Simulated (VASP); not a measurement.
A run of VASP 6.6.1:

File POSCAR:

```
AlGa3N4
1.0
    4.5993047784      0.0000000000      0.0000000000
    0.0000000000      4.5993047784      0.0000000000
    0.0000000000      0.0000000000      4.3150986132
Al Ga N
1 3 4
Direct
    0.0000000000      0.0000000000      0.0000000000
    0.5000000000      0.5000000000      0.0000000000
    0.5000000000      0.0000000000      0.5000000000
    0.0000000000      0.5000000000      0.5000000000
    0.7550838659      0.7550838659      0.2441513451
    0.7550838659      0.2449161341      0.7558486549
    0.2449161341      0.7550838659      0.7558486549
    0.2449161341      0.2449161341      0.2441513451
```

Contents of INCAR.step1:

```
SYSTEM = AlGa3N4
ALGO = Normal
EDIFF = 1E-4
ENCUT = 520
GGA = PE
ISMEAR = 0
LASPH = .True.
LCHARG = .False.
LREAL = .False.
LWAVE = .True.
NBANDS = 41
NELM = 80
PREC = Accurate
SIGMA = 0.02
```

INCAR.step2

```
SYSTEM = AlGa3N4
ALGO = Normal
EDIFF = 1E-6
ENCUT = 520
ISIF = 2
ISMEAR = 0
ISTART = 1
LASPH = .True.
LCHARG = .False.
LMIXTAU = .True.
LREAL = .False.
LWAVE = .False.
METAGGA = R2SCAN
NBANDS = 41
NELM = 80
PREC = Accurate
SIGMA = 0.02
```

The input KPOINTS:

```
k-points
0
Gamma
  6 6 6
  0 0 0
```

Potentials or basis: VASP PAW PBE potentials, release 64 (Al, Ga_d, N).

Run with:

```bash
$ cat potpaw_PBE.64/Al/POTCAR potpaw_PBE.64/Ga_d/POTCAR potpaw_PBE.64/N/POTCAR > POTCAR
$ cp INCAR.step1 INCAR
$ mpirun -np 1 vasp_std > vasp.out
$ cp INCAR.step2 INCAR
$ mpirun -np 1 vasp_std > vasp.out
```

Hardware: 1 thread of AMD EPYC 9R45 96-Core Processor (Zen 5) (shared host).

Task: Estimate the wall time of this run.

Result: It took 4.4 min on 1 thread of AMD EPYC 9R45 96-Core Processor (Zen 5), with other jobs on the host, peak memory 0.25 GiB. Counts: k points 40.
